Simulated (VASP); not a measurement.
Crystal: Pd.

```xyz
2
Lattice="0.0000 2.5798 2.5798 2.5798 0.0000 2.5798 2.5798 2.5798 0.0000" Properties=species:S:1:pos:R:3 pbc="T T T"
Pd    2.5798    2.5798    2.5798
Pd    3.8696    3.8696    3.8696
```

* Program: VASP 6.6.1
* Task: relaxation of cell and atoms
* Functional: PBEsol
* Potentials or basis: VASP PAW PBE potentials, release 64 (Pd)
* Cutoff: 600 eV
* k mesh: 6 × 6 × 6
* Occupations: gaussian, width 0.1 eV
* Spin: no spin polarisation

At the start: pressure 49.8 GPa; volume 17.17 Å³/atom.

How do energy, volume and symmetry change on relaxing?

Over 5 steps the energy falls by 656.2 meV/atom and the volume is 22.82 Å³/atom (+32.9 %); space group Fd-3m (No. 227, to 0.05 Å).

The path:
```
step  energy change (eV)  largest force (eV/Å)  pressure (GPa)  volume (Å³)
   1              0.0000                0.0000           49.76        34.34
   2             -0.0614                0.0000          -11.45        68.24
   3             -1.3056                0.0000           -1.93        46.76
   4             -1.3114                0.0000           -0.76        46.07
   5             -1.3124                0.0000           -0.03        45.65
```

Final structure:
```
CELL_PARAMETERS angstrom
0.00000 2.83659 2.83659
2.83659 0.00000 2.83659
2.83659 2.83659 0.00000
ATOMIC_POSITIONS crystal
Pd 0.50000 0.50000 0.50000
Pd 0.75000 0.75000 0.75000
```

Caveat: the volume moved by over 15 % at a fixed basis, so the end points are rough; the PAW data sets were made with another functional, which shifts forces and pressure a little.
